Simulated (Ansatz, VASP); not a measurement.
One calculation of BN, two programs

```
B N
1.0
     2.50399    0.00000    0.00000
    -1.25200    2.16852    0.00000
     0.00000    0.00000    6.66120
B N
2 2
Direct
  0.37342 0.69601 0.25000
  0.62658 0.30399 0.75000
  0.29328 0.63735 0.75000
  0.70672 0.36265 0.25000
```

Change from the starting cell: mode 4 (44.4 1/cm) frozen in, largest displacement +0.090 Å.

Alike in both runs: task single point; functional LDA; k mesh 12 × 12 × 4; occupations gaussian, width 0.05 eV; no spin polarisation.

|  | VASP | Ansatz |
| --- | --- | --- |
| version | VASP 6.6.1 | Ansatz 0.2.0 |
| potentials or method | VASP PAW LDA potentials, release 64 (B, N), cutoff 520 eV | scalar-relativistic, plane waves, PAW |
| valence electrons in the cell | 16 | 16 |

|  | VASP | Ansatz | Ansatz less VASP |
| --- | --- | --- | --- |
| gap on the k mesh at the Fermi level (eV) | 3.81 | 3.83 | +0.017 |
| least direct gap on the mesh (eV) | 4.22 | 4.24 | +0.014 |
| pressure (GPa) | -4.1 | -4.6 | -0.44 |
| traceless stress, the component that is largest in VASP (GPa) | 3.43 | 4.02 | +0.596 |
| rms of the force components (eV/Å) | 0.006 | 0.005 | -0.0001 |

LDA's correlation is that of Perdew and Zunger in VASP and of Perdew and Wang (1992) in Ansatz. Atom by atom the forces differ by 0.000 eV/Å (rms over components).
